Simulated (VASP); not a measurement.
Here is a VASP 6.6.1 calculation.

The input INCAR:

```
SYSTEM = Mg
AGGAC = 1.0
AGGAX = 1.0
ALDAC = 0.0
ALDAX = 1.0
ALGO = Normal
EDIFF = 1E-6
ENCUT = 520
GGA = B5
ISIF = 2
ISMEAR = -1
LASPH = .True.
LCHARG = .True.
LELF = .True.
LREAL = .False.
LVHAR = .True.
LWAVE = .False.
NBANDS = 7
NELM = 60
PREC = Accurate
SIGMA = 0.1
```

File KPOINTS:

```
k-points
0
Gamma
  13 13 13
  0 0 0
```

POSCAR

```
Mg
1.0
    0.0000000000      2.2803836662      2.2803836662
    2.2803836662      0.0000000000      2.2803836662
    2.2803836662      2.2803836662      0.0000000000
Mg
1
Direct
    0.0000000000      0.0000000000      0.0000000000
```

Potentials or basis: VASP PAW PBE potentials, release 64 (Mg).

Command:

```bash
$ cat potpaw_PBE.64/Mg/POTCAR > POTCAR
$ mpirun -np 1 vasp_std > vasp.out
```

**Question.** Estimate the pressure.

**Answer.** 0.0 GPa.

**Question.** Estimate the band gap on the k mesh.

**Answer.** Zero (band 1 reaches 3.70 eV, above the bottom of band 2 at 1.83 eV).

Caveat: the PAW data sets were made with another functional, which shifts forces and pressure a little.
